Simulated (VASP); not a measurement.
# Tl3Pd (Pm-3m) in VASP: notebook

Runs on Tl3Pd. Level: PBE. Tasks: single point.

Everything below comes from runs of VASP 6.6.1. Logs are shortened: lines on timing, memory, paths and dates and some standing lists are left out, and cuts for length are marked.

**1. The cell of the first run**

The structure is cubic, space group Pm-3m (No. 221). Conventional cell: a = 4.626 Å, b = 4.626 Å, c = 4.626 Å, α = 90.00°, β = 90.00°, γ = 90.00°. Pd (site symmetry m-3m) has 12 Tl at 3.27 Å within 4.3 Å. Within 4.3 Å of Tl (site symmetry 4/mmm) lie 4 Pd at 3.27 Å and 8 Tl at 3.27 Å.

**2. Single point, PBE**

File INCAR:

```
SYSTEM = Tl3Pd
ALGO = Normal
EDIFF = 1E-6
ENCUT = 520
GGA = PE
ISIF = 2
ISMEAR = 1
LASPH = .TRUE.
LCHARG = .FALSE.
LREAL = .FALSE.
LWAVE = .FALSE.
NBANDS = 32
NELM = 100
PREC = Accurate
SIGMA = 0.1
```

File KPOINTS:

```
k-points
0
G
  5 5 5
  0 0 0
```

File POSCAR:

```
Tl3Pd
1.0
    4.6256981366      0.0000000000      0.0000000000
    0.0000000000      4.6256981366      0.0000000000
    0.0000000000      0.0000000000      4.6256981366
Pd Tl
1 3
Direct
    0.0000000000      0.0000000000      0.0000000000
    0.0000000000      0.5000000000      0.5000000000
    0.5000000000      0.0000000000      0.5000000000
    0.5000000000      0.5000000000      0.0000000000
```

Potentials or basis: VASP PAW PBE potentials, release 64 (Pd, Tl_d).

Launch:

```
cat potpaw_PBE.64/Pd/POTCAR potpaw_PBE.64/Tl_d/POTCAR > POTCAR
mpirun -np 1 vasp_std > vasp.out
```

OUTCAR:

```text
SYSTEM = Tl3Pd
   EDIFF = 1E-6
   ENCUT = 520
   GGA = PE
   ISIF = 2
   ISMEAR = 1
   LASPH = .TRUE.
   LREAL = .FALSE.
   NELM = 100
   PREC = Accurate

 ion  position               nearest neighbor table
   1  0.000  0.000  0.000-   2 3.27   3 3.27   4 3.27   2 3.27   3 3.27   2 3.27   4 3.27   2 3.27
                             3 3.27   4 3.27   3 3.27   4 3.27
   2  0.000  0.500  0.500-   1 3.27   3 3.27   4 3.27   1 3.27   4 3.27   1 3.27   3 3.27   1 3.27
                             3 3.27   4 3.27   4 3.27   3 3.27
   3  0.500  0.000  0.500-   1 3.27   2 3.27   4 3.27   1 3.27   4 3.27   2 3.27   4 3.27   4 3.27
                             1 3.27   2 3.27   1 3.27   2 3.27
   4  0.500  0.500  0.000-   1 3.27   2 3.27   3 3.27   2 3.27   3 3.27   1 3.27   3 3.27   3 3.27
                             1 3.27   2 3.27   2 3.27   1 3.27

  LATTYP: Found a simple cubic cell.
 ALAT       =     4.6256981366

  Lattice vectors:

 A1 = (   4.6256981366,   0.0000000000,   0.0000000000)
 A2 = (   0.0000000000,   4.6256981366,   0.0000000000)
 A3 = (   0.0000000000,   0.0000000000,   4.6256981366)

Analysis of symmetry for initial positions (statically):
=====================================================================
 Subroutine PRICEL returns:
 Original cell was already a primitive cell.

 Routine SETGRP: Setting up the symmetry group for a
 simple cubic supercell.

 Subroutine GETGRP returns: Found 48 space group operations
 (whereof 48 operations were pure point group operations)
 out of a pool of 48 trial point group operations.

The static configuration has the point symmetry O_h .

Analysis of symmetry for dynamics (positions and initial velocities):
=====================================================================
 Subroutine PRICEL returns:
 Original cell was already a primitive cell.

 Routine SETGRP: Setting up the symmetry group for a
 simple cubic supercell.

 Subroutine GETGRP returns: Found 48 space group operations
 (whereof 48 operations were pure point group operations)
 out of a pool of 48 trial point group operations.

The dynamic configuration has the point symmetry O_h .

 Subroutine INISYM returns: Found 48 space group operations
 (whereof 48 operations are pure point group operations),
 and found     1 'primitive' translations

----------------------------------------------------------------------------------------
[... 81 lines left out ...]
   NELM   =    100;   NELMIN=  2; NELMDL= -5     # of ELM steps
   EDIFF  = 0.1E-05   stopping-criterion for ELM
   LREAL  =      F    real-space projection
   EDIFFG = 0.1E-04   stopping-criterion for IOM
   NSW    =      0    number of steps for IOM
   IBRION =     -1    ionic relax: 0-MD 1-quasi-New 2-CG
   NFREE  =      0    steps in history (QN), initial steepest desc. (CG)
   ISIF   =      2    stress and relaxation
   ISYM   =      2    0-nonsym 1-usesym 2-fastsym
   POTIM  = 0.5000    time-step for ionic-motion
   TEBEG  =    0.0;   TEEND  =   0.0 temperature during run
   PSTRESS=    0.0 pullay stress
   NELECT =      49.0000    total number of electrons
   NUPDOWN=      -1.0000    fix difference up-down
   EMIN   =  10.00;   EMAX   =-10.00  energy-range for DOS
   EFERMI =   0.00;   METHOD = LEGACY
   ISMEAR =     1;   SIGMA  =   0.10  broadening in eV -4-tet -1-fermi 0-gaus
   EFERMI_NEDOS =   21; number of points for ismear=-14 and -15
   IALGO  =     38    algorithm
   IMIX   =      4    mixing-type and parameters
     AMIX     =   0.40;   BMIX     =  1.00
     AMIX_MAG =   1.60;   BMIX_MAG =  1.00
  volume/ion in A,a.u.               =      24.74       166.98
  Fermi-wavevector in a.u.,A,eV,Ry     =   1.295079  2.447344 22.820092  1.677229
  Thomas-Fermi vector in A             =   2.426621
   LORBIT       =      0    0 simple, 1 ext, 2 COOP (PROOUT), +10 PAW based schemes
   GGA     = PE    functional components
   LHFCALC =     F    Hartree Fock is set to
   AEXX    =    0.0000 exact exchange contribution
   IVDW    =     0    specifies the selected vdW correction
   LEPSILON=     F    determine dielectric tensor
   LRPA    =     F    only Hartree local field effects (RPA)
 non-spin polarized calculation
 Methfessel and Paxton  Order N= 1 SIGMA  =   0.10
  energy-cutoff  :      520.00
  volume of cell :       98.98
 maximum number of plane-waves:      2674
 NGX is ok and might be reduce to    36
   NGX = 17   NGY = 17   NGZ = 17

 number of electron      48.9999993 magnetization

 Free energy of the ion-electron system (eV)
  ---------------------------------------------------
  ext. energy  EPLUGINS =         0.00000000
  ---------------------------------------------------
  free energy    TOTEN  =       -11.57317180 eV

  energy without entropy =      -11.57474489  energy(sigma->0) =      -11.57369616

 E-fermi :   7.2213     XC(G=0): -10.7498

 val. band max:        7.1297870411   @ k =   0.2000   0.2000   0.0000
 cond. band min:       7.2993630171   @ k =   0.4000   0.2000   0.2000
 fundamental gap:      0.1695759759
 Fermi energy:         7.2213376142

 k-point     1 :       0.0000    0.0000    0.0000
  band No.  band energies     occupation
      1      -4.9806      2.00000
      2      -4.8854      2.00000
      3      -4.8854      2.00000
      4      -4.8854      2.00000
      5      -4.5804      2.00000
      6      -4.5804      2.00000
[... 339 lines left out ...]
     31      16.3324      0.00000
     32      16.6988      0.00000

------------------------ aborting loop because EDIFF is reached ----------------------------------------

  FORCE on cell =-STRESS in cart. coord.  units (eV):
  Direction    XX          YY          ZZ          XY          YZ          ZX
  --------------------------------------------------------------------------------------
  -------------------------------------------------------------------------------------
  Total        0.5109928      0.5109928      0.5109928     -0.0000000      0.0000000     -0.0000000
  in kB        8.2716752      8.2716752      8.2716752     -0.0000000      0.0000000     -0.0000000
  external PRESSURE =       8.2716752 kB  Pullay stress =       0.0000000 kB

 VOLUME and BASIS-vectors are now :
 -----------------------------------------------------------------------------
  energy-cutoff  :      520.00
  volume of cell :       98.98
      direct lattice vectors                 reciprocal lattice vectors
     4.625698137  0.000000000  0.000000000     0.216183584  0.000000000  0.000000000
     0.000000000  4.625698137  0.000000000     0.000000000  0.216183584  0.000000000
     0.000000000  0.000000000  4.625698137     0.000000000  0.000000000  0.216183584

 POSITION                                       TOTAL-FORCE (eV/Angst)
 -----------------------------------------------------------------------------------
      0.00000      0.00000      0.00000         0.000000      0.000000      0.000000
      0.00000      2.31285      2.31285         0.000000      0.000000      0.000000
      2.31285      0.00000      2.31285         0.000000      0.000000      0.000000
      2.31285      2.31285      0.00000         0.000000      0.000000      0.000000
 -----------------------------------------------------------------------------------
    total drift:                                0.000000      0.000000      0.000000

  FREE ENERGIE OF THE ION-ELECTRON SYSTEM (eV)
  ---------------------------------------------------
  free  energy   TOTEN  =       -11.5731717982 eV

  energy  without entropy=      -11.5747448914  energy(sigma->0) =      -11.57369616
```

OSZICAR:

```text
N       E                     dE             d eps       ncg     rms          rms(c)
DAV:   1     0.289490546469E+03    0.28949E+03   -0.25182E+04   640   0.144E+03
DAV:   2    -0.440698588043E+01   -0.29390E+03   -0.28180E+03   720   0.332E+02
DAV:   3    -0.117823501981E+02   -0.73754E+01   -0.73005E+01   704   0.488E+01
DAV:   4    -0.118434113398E+02   -0.61061E-01   -0.61051E-01   728   0.451E+00
DAV:   5    -0.118444795722E+02   -0.10682E-02   -0.10682E-02   744   0.636E-01    0.557E+00
DAV:   6    -0.116346502909E+02    0.20983E+00   -0.69322E-01   680   0.599E+00    0.465E+00
DAV:   7    -0.115899422456E+02    0.44708E-01   -0.23707E-01   656   0.297E+00    0.286E+00
DAV:   8    -0.115741293891E+02    0.15813E-01   -0.46462E-02   696   0.144E+00    0.724E-01
DAV:   9    -0.115731817509E+02    0.94764E-03   -0.47439E-03   672   0.465E-01    0.656E-02
DAV:  10    -0.115731733525E+02    0.83984E-05   -0.25360E-04   720   0.990E-02    0.223E-02
DAV:  11    -0.115731708231E+02    0.25294E-05   -0.51739E-05   688   0.484E-02    0.746E-03
DAV:  12    -0.115731717982E+02   -0.97509E-06   -0.48408E-06   712   0.150E-02
   1 F= -.11573172E+02 E0= -.11573696E+02  d E =0.157309E-02
```

It took 11 s on 1 thread of Intel Xeon 6975P-C (Granite Rapids), shared host; peak memory 0.21 GiB.

What came out:

| Quantity | Value |
| --- | --- |
| Free energy | -11.5732 eV |
| Pressure | 0.8 GPa |

Caveat: spin-orbit coupling is left out, which moves the levels of the heavy elements.

**3. Single point, PBE**

This run uses another cell than the first one, of 25.25 Å³/atom, 1.020 times its volume.

File INCAR:

```
SYSTEM = Tl3Pd
  PREC = Accurate
  ENCUT = 520
  EDIFF = 1E-6
  ISMEAR = 1
  SIGMA = 0.1
  LREAL = .FALSE.
  LASPH = .TRUE.
  NELM = 80
  ALGO = Normal
  ISIF = 2
  LWAVE = .FALSE.
  LCHARG = .FALSE.
  GGA = PE
  NBANDS = 32
```

File KPOINTS:

```
Automatic mesh
0
G
  5 5 5
  0 0 0
```

File POSCAR:

```
Tl3Pd
1.0
    4.6569538019      0.0000000000      0.0000000000
    0.0000000000      4.6569538019      0.0000000000
    0.0000000000      0.0000000000      4.6569538019
Pd Tl
1 3
Direct
    0.0000000000      0.0000000000      0.0000000000
    0.0000000000      0.5000000000      0.5000000000
    0.5000000000      0.0000000000      0.5000000000
    0.5000000000      0.5000000000      0.0000000000
```

Potentials or basis: VASP PAW PBE potentials, release 64 (Pd, Tl_d).

Launch:

```
cat potpaw_PBE.64/Pd/POTCAR potpaw_PBE.64/Tl_d/POTCAR > POTCAR
mpirun -np 1 vasp_std > vasp.out
```

OUTCAR:

```text
SYSTEM = Tl3Pd
   PREC = Accurate
   ENCUT = 520
   EDIFF = 1E-6
   ISMEAR = 1
   LREAL = .FALSE.
   LASPH = .TRUE.
   NELM = 80
   ISIF = 2
   GGA = PE

 ion  position               nearest neighbor table
   1  0.000  0.000  0.000-   2 3.29   3 3.29   4 3.29   2 3.29   3 3.29   2 3.29   4 3.29   2 3.29
                             3 3.29   4 3.29   3 3.29   4 3.29
   2  0.000  0.500  0.500-   1 3.29   3 3.29   4 3.29   1 3.29   4 3.29   1 3.29   3 3.29   1 3.29
                             3 3.29   4 3.29   4 3.29   3 3.29
   3  0.500  0.000  0.500-   1 3.29   2 3.29   4 3.29   1 3.29   4 3.29   2 3.29   4 3.29   4 3.29
                             1 3.29   2 3.29   1 3.29   2 3.29
   4  0.500  0.500  0.000-   1 3.29   2 3.29   3 3.29   2 3.29   3 3.29   1 3.29   3 3.29   3 3.29
                             1 3.29   2 3.29   2 3.29   1 3.29

  LATTYP: Found a simple cubic cell.
 ALAT       =     4.6569538019

  Lattice vectors:

 A1 = (   4.6569538019,   0.0000000000,   0.0000000000)
 A2 = (   0.0000000000,   4.6569538019,   0.0000000000)
 A3 = (   0.0000000000,   0.0000000000,   4.6569538019)

Analysis of symmetry for initial positions (statically):
=====================================================================
 Subroutine PRICEL returns:
 Original cell was already a primitive cell.

 Routine SETGRP: Setting up the symmetry group for a
 simple cubic supercell.

 Subroutine GETGRP returns: Found 48 space group operations
 (whereof 48 operations were pure point group operations)
 out of a pool of 48 trial point group operations.

The static configuration has the point symmetry O_h .

Analysis of symmetry for dynamics (positions and initial velocities):
=====================================================================
 Subroutine PRICEL returns:
 Original cell was already a primitive cell.

 Routine SETGRP: Setting up the symmetry group for a
 simple cubic supercell.

 Subroutine GETGRP returns: Found 48 space group operations
 (whereof 48 operations were pure point group operations)
 out of a pool of 48 trial point group operations.

The dynamic configuration has the point symmetry O_h .

 Subroutine INISYM returns: Found 48 space group operations
 (whereof 48 operations are pure point group operations),
 and found     1 'primitive' translations

----------------------------------------------------------------------------------------

                                     Primitive cell

  volume of cell :     100.9964

  direct lattice vectors                    reciprocal lattice vectors
     4.656953802  0.000000000  0.000000000     0.214732643  0.000000000  0.000000000
     0.000000000  4.656953802  0.000000000     0.000000000  0.214732643  0.000000000
     0.000000000  0.000000000  4.656953802     0.000000000  0.000000000  0.214732643

  length of vectors
     4.656953802  4.656953802  4.656953802     0.214732643  0.214732643  0.214732643

  position of ions in fractional coordinates (direct lattice)
     0.000000000  0.000000000  0.000000000
     0.000000000  0.500000000  0.500000000
     0.500000000  0.000000000  0.500000000
     0.500000000  0.500000000  0.000000000

  ion indices of the primitive-cell ions
   primitive index   ion index
                 1           1
                 2           2
                 3           3
[... 30 lines left out ...]
  0.000000  0.000000  0.000000      1.000000
  0.200000  0.000000  0.000000      6.000000
  0.400000  0.000000  0.000000      6.000000
  0.200000  0.200000  0.000000     12.000000
  0.400000  0.200000  0.000000     24.000000
  0.400000  0.400000  0.000000     12.000000
  0.200000  0.200000  0.200000      8.000000
  0.400000  0.200000  0.200000     24.000000
  0.400000  0.400000  0.200000     24.000000
  0.400000  0.400000  0.400000      8.000000
   k-points           NKPTS =     10   k-points in BZ     NKDIM =     10   number of bands    NBANDS=     32
   number of dos      NEDOS =    301   number of ions     NIONS =      4
   total plane-waves  NPLWV =  46656
   dimension x,y,z NGX =    36 NGY =   36 NGZ =   36
   dimension x,y,z NGXF=    72 NGYF=   72 NGZF=   72
   ions per type =               1   3
   NGX,Y,Z   is equivalent  to a cutoff of  12.85, 12.85, 12.85 a.u.
   NGXF,Y,Z  is equivalent  to a cutoff of  25.70, 25.70, 25.70 a.u.
 SYSTEM =  Tl3Pd
   PREC   = accura    normal or accurate (medium, high low for compatibility)
   ISTART =      0    job   : 0-new  1-cont  2-samecut
   ICHARG =      2    charge: 1-file 2-atom 10-const
   ISPIN  =      1    spin polarized calculation?
   LNONCOLLINEAR =      F non collinear calculations
   LSORBIT =      F    spin-orbit coupling
   LASPH  =      T    aspherical Exc in radial PAW
   ENCUT  =  520.0 eV  38.22 Ry    6.18 a.u.   8.66  8.66  8.66*2*pi/ulx,y,z
   NELM   =     80;   NELMIN=  2; NELMDL= -5     # of ELM steps
   EDIFF  = 0.1E-05   stopping-criterion for ELM
   LREAL  =      F    real-space projection
   EDIFFG = 0.1E-04   stopping-criterion for IOM
   NSW    =      0    number of steps for IOM
   IBRION =     -1    ionic relax: 0-MD 1-quasi-New 2-CG
   NFREE  =      0    steps in history (QN), initial steepest desc. (CG)
   ISIF   =      2    stress and relaxation
   ISYM   =      2    0-nonsym 1-usesym 2-fastsym
   POTIM  = 0.5000    time-step for ionic-motion
   TEBEG  =    0.0;   TEEND  =   0.0 temperature during run
   PSTRESS=    0.0 pullay stress
   NELECT =      49.0000    total number of electrons
   NUPDOWN=      -1.0000    fix difference up-down
   EMIN   =  10.00;   EMAX   =-10.00  energy-range for DOS
   EFERMI =   0.00;   METHOD = LEGACY
   ISMEAR =     1;   SIGMA  =   0.10  broadening in eV -4-tet -1-fermi 0-gaus
   EFERMI_NEDOS =   21; number of points for ismear=-14 and -15
   IALGO  =     38    algorithm
   IMIX   =      4    mixing-type and parameters
     AMIX     =   0.40;   BMIX     =  1.00
     AMIX_MAG =   1.60;   BMIX_MAG =  1.00
  volume/ion in A,a.u.               =      25.25       170.39
  Fermi-wavevector in a.u.,A,eV,Ry     =   1.286387  2.430919 22.514800  1.654791
  Thomas-Fermi vector in A             =   2.418464
   LORBIT       =      0    0 simple, 1 ext, 2 COOP (PROOUT), +10 PAW based schemes
   GGA     = PE    functional components
   LHFCALC =     F    Hartree Fock is set to
   AEXX    =    0.0000 exact exchange contribution
   IVDW    =     0    specifies the selected vdW correction
   LEPSILON=     F    determine dielectric tensor
   LRPA    =     F    only Hartree local field effects (RPA)
 non-spin polarized calculation
 Methfessel and Paxton  Order N= 1 SIGMA  =   0.10
  energy-cutoff  :      520.00
  volume of cell :      101.00
 maximum number of plane-waves:      2754
 NGX is ok and might be reduce to    36
   NGX = 17   NGY = 17   NGZ = 17

 number of electron      48.9999989 magnetization

 Free energy of the ion-electron system (eV)
  ---------------------------------------------------
  ext. energy  EPLUGINS =         0.00000000
  ---------------------------------------------------
  free energy    TOTEN  =       -11.57900544 eV

  energy without entropy =      -11.57925325  energy(sigma->0) =      -11.57908805

 E-fermi :   6.9896     XC(G=0): -10.6433

 val. band max:        6.9171262214   @ k =   0.2000   0.2000   0.0000
 cond. band min:       7.0599958850   @ k =   0.4000   0.2000   0.2000
 fundamental gap:      0.1428696636
 Fermi energy:         6.9896012292

 k-point     1 :       0.0000    0.0000    0.0000
  band No.  band energies     occupation
      1      -5.1505      2.00000
      2      -5.0650      2.00000
      3      -5.0650      2.00000
      4      -5.0650      2.00000
      5      -4.7692      2.00000
      6      -4.7692      2.00000
[... 339 lines left out ...]
     31      15.9519      0.00000
     32      16.3114      0.00000

------------------------ aborting loop because EDIFF is reached ----------------------------------------

  FORCE on cell =-STRESS in cart. coord.  units (eV):
  Direction    XX          YY          ZZ          XY          YZ          ZX
  --------------------------------------------------------------------------------------
  -------------------------------------------------------------------------------------
  Total       -0.0474979     -0.0474979     -0.0474979      0.0000000     -0.0000000      0.0000000
  in kB       -0.7534933     -0.7534933     -0.7534933      0.0000000     -0.0000000      0.0000000
  external PRESSURE =      -0.7534933 kB  Pullay stress =       0.0000000 kB

 VOLUME and BASIS-vectors are now :
 -----------------------------------------------------------------------------
  energy-cutoff  :      520.00
  volume of cell :      101.00
      direct lattice vectors                 reciprocal lattice vectors
     4.656953802  0.000000000  0.000000000     0.214732643  0.000000000  0.000000000
     0.000000000  4.656953802  0.000000000     0.000000000  0.214732643  0.000000000
     0.000000000  0.000000000  4.656953802     0.000000000  0.000000000  0.214732643

 POSITION                                       TOTAL-FORCE (eV/Angst)
 -----------------------------------------------------------------------------------
      0.00000      0.00000      0.00000         0.000000      0.000000      0.000000
      0.00000      2.32848      2.32848         0.000000      0.000000      0.000000
      2.32848      0.00000      2.32848         0.000000      0.000000      0.000000
      2.32848      2.32848      0.00000         0.000000      0.000000      0.000000
 -----------------------------------------------------------------------------------
    total drift:                                0.000000      0.000000      0.000000

  FREE ENERGIE OF THE ION-ELECTRON SYSTEM (eV)
  ---------------------------------------------------
  free  energy   TOTEN  =       -11.5790054419 eV

  energy  without entropy=      -11.5792532514  energy(sigma->0) =      -11.57908805
```

stdout:

```text
POSCAR found type information on POSCAR PdTl
 POSCAR found :  2 types and       4 ions
 scaLAPACK will be used
 LDA part: xc-table for (Slater+PW92), standard interpolation
 POSCAR, INCAR and KPOINTS ok, starting setup
 FFT: planning ... GRIDC
 FFT: planning ... GRID_SOFT
 FFT: planning ... GRID
 WAVECAR not read
 entering main loop
```

It took 12 s on 1 thread of Intel Xeon 6975P-C (Granite Rapids), shared host; peak memory 0.21 GiB.

Results:

- Free energy: -11.5790 eV
- Pressure: -0.1 GPa

Caveat: spin-orbit coupling is left out, which moves the levels of the heavy elements.
